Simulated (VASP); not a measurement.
Runs of VASP 6.6.1 on V. The structure is that of space group Pm-3m (No. 221), or close to it. The cells are those of the table. This isn't the form of V at room conditions, which is bcc.

```csv
spin,cell,k mesh,smearing,gap on the mesh (eV),pressure (GPa),moment (μB)
"collinear, ferromagnetic start","a = 2.425 Å, 1 atom",13 × 13 × 13,fermi-dirac 0.05 eV,none,(c),0.00
"collinear, ferromagnetic start","a = 2.324 Å, 1 atom",15 × 15 × 15,fermi-dirac 0.05 eV,none,27.5,0.01
off,"a = 2.461 Å, 1 atom",14 × 14 × 14,fermi-dirac 0.1 eV,none,(a),-
"collinear, ferromagnetic start","a = 2.392 Å, 1 atom",15 × 15 × 15,fermi-dirac 0.05 eV,none,9.6,0.00
off,"a = 2.429 Å, 1 atom",14 × 14 × 14,fermi-dirac 0.1 eV,none,1.7,-
off,"a = 2.492 Å, 1 atom",14 × 14 × 14,fermi-dirac 0.1 eV,none,-8.0,-
off,"a = 2.396 Å, 1 atom",14 × 14 × 14,fermi-dirac 0.1 eV,none,(b),-
off,"a = 2.327 Å, 1 atom",14 × 14 × 14,fermi-dirac 0.1 eV,none,25.4,-
```

Alike in all rows: task single point; level r2SCAN; potentials or basis VASP PAW PBE potentials, release 64 (V_sv); cutoff (eV) 520.

Q: Fill in the values left out.

A: (a) -3.6; (b) 8.1; (c) 0.7.

Caveats: the PAW data sets were made with another functional, which shifts forces and pressure a little; the cell stands under pressure (at least some runs); the cell stands under tension (at least some runs).

A gap of «none» marks levels without a gap at the run's occupations.
